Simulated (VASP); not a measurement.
A run of VASP 6.6.1:

Contents of INCAR:

```
  PREC = Accurate
  ENCUT = 500
  EDIFF = 1E-6
  ISMEAR = -1
  SIGMA = 0.05
  LREAL = F
  LASPH = T
  NELM = 120
  ALGO = Normal
  ISIF = 2
  LWAVE = F
  LCHARG = F
  GGA = PS
  NBANDS = 32
  GGA_COMPAT = F
```

Contents of KPOINTS:

```
regular mesh
0
Gamma
  2 2 2
```

File POSCAR:

```
Bi2Te3
1.0
    2.2085000000      1.2750780695      9.9466666667
   -2.2085000000      1.2750780695      9.9466666667
    0.0000000000     -2.5501561390      9.9466666667
Bi Te
2 3
Direct
    0.1880000000      0.1880000000      0.1880000000
    0.5980003333      0.5980003333      0.5980003333
    0.3890003333      0.3890003333      0.3890003333
    0.7999996667      0.7999996667      0.7999996667
    0.0000000000      0.0000000000      0.0000000000
```

Potentials or basis: VASP PAW PBE potentials, release 64 (Bi_d, Te).

Run with:

```console
$ cat potpaw_PBE.64/Bi_d/POTCAR potpaw_PBE.64/Te/POTCAR > POTCAR
$ mpirun -np 1 vasp_std > vasp.out
```

Hardware: 1 thread of Intel(R) Xeon(R) Platinum 8559C (Emerald Rapids), with other jobs on the host.

Task: How long does it take, and how much memory?

Result: Wall time 3 min on 1 thread of Intel(R) Xeon(R) Platinum 8559C (Emerald Rapids), with other jobs on the host, peak memory 0.86 GiB. Counts: scf iterations 14, k points 4.
